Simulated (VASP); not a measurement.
**H4CO: single point with r2SCAN+D3(BJ)**

System: H4CO.

```
C O H
1.0
     6.85128    0.00000    0.00000
     0.00000    6.85128    0.00000
     0.00000    0.00000    6.85128
C O H
6 6 24
Direct
  0.36948 0.76481 0.28167
  0.02115 0.17086 0.15369
  0.03415 0.67228 0.96310
  0.57932 0.43450 0.59033
  0.87678 0.93775 0.53729
  0.52908 0.20195 0.05362
  0.46512 0.61043 0.18665
  0.08187 0.15584 0.94181
  0.17300 0.52777 0.89221
  0.74078 0.39820 0.44659
  0.97585 0.12119 0.56807
  0.63984 0.05056 0.97508
  0.34208 0.88751 0.18560
  0.57979 0.58682 0.26188
  0.23752 0.72519 0.34128
  0.48023 0.82271 0.39162
  0.94398 0.03507 0.21149
  0.16593 0.27999 0.90114
  0.14200 0.17127 0.24703
  0.89295 0.25128 0.17807
  0.88030 0.59922 0.92635
  0.30600 0.58615 0.91605
  0.03993 0.69597 0.12191
  0.08055 0.82484 0.90709
  0.45940 0.34042 0.55466
  0.80242 0.28097 0.50464
  0.62212 0.41252 0.74951
  0.53961 0.59017 0.57388
  0.76732 0.97212 0.41667
  0.03506 0.11061 0.70253
  0.95827 0.80878 0.48458
  0.78441 0.90558 0.65834
  0.37482 0.14565 0.04904
  0.76256 0.01715 0.04291
  0.57119 0.21320 0.20995
  0.53092 0.35252 0.98822
```

- Program: VASP 6.6.1
- Task: single point
- Functional: r2SCAN
- Dispersion: D3(BJ)
- Potentials or basis: VASP PAW PBE potentials, release 64 (C, O, H)
- Cutoff: 580 eV
- k mesh: 1 × 1 × 1
- Occupations: fermi-dirac, width 0.02 eV
- Spin: no spin polarisation

```
Pressure                   : -2.3 GPa
Largest force              : 3.818 eV/Å
Band gap on the k mesh     : 5.57 eV
Dispersion energy per atom : -0.021 eV
```

Forces in eV/Å, atoms in the order of the input:
```
C    3.162  2.111  0.349
C   -0.784 -2.797 -2.093
C   -0.926 -0.313 -0.668
C    1.646  0.836  0.080
C   -1.567  0.824 -1.943
C   -1.122 -0.282  1.889
O   -0.362 -0.250 -0.878
O    0.647  0.956  0.960
O    1.478  1.471  0.446
O   -1.464  0.068  1.964
O    0.930 -1.464  0.735
O    1.185 -0.979 -1.297
H    0.040  0.037 -0.489
H    0.667 -0.717 -0.011
H   -1.892 -0.924  1.384
H   -1.489 -0.119 -0.389
H    1.259 -0.168 -1.388
H   -1.957 -1.319  1.495
H    1.176  1.056  0.931
H   -0.272  2.494  0.021
H    2.133  1.838  0.233
H   -1.396 -0.906 -0.042
H   -0.016 -0.688 -0.049
H   -1.174 -1.507 -0.134
H   -0.695 -0.273 -0.066
H    0.621  0.556 -0.393
H    0.086 -0.007 -1.588
H   -0.087 -0.620  0.120
H    0.755 -0.403  0.786
H   -0.734  0.421 -0.621
H    0.365  0.548  0.489
H   -0.185 -0.429  0.931
H    0.915  0.691 -0.070
H   -1.036  0.855 -0.434
H   -0.400  0.561 -0.412
H    0.495 -1.157  0.155
```

Stress tensor (GPa, compression positive):
```
-1.89 -2.11  0.19
-2.11 -2.48  1.17
 0.19  1.17 -2.60
```

Levels at points of the mesh, in eV from the valence-band top:
```tsv
k point	band 39	band 40	band 41	band 42	band 43	band 44	band 45	band 46
(0.00, 0.00, 0.00)	-0.58	-0.40	-0.10	0.00	5.57	6.29	7.05	7.44
```

Wall time 100 s on 1 thread of Intel(R) Xeon(R) 6975P-C (Granite Rapids), on a shared host, peak memory 0.44 GiB.

Caveat: the k points lie up to 0.92 Å⁻¹ apart; the atoms stand as in a frame of molecular dynamics; the PAW data sets were made with another functional, which shifts forces and pressure a little.
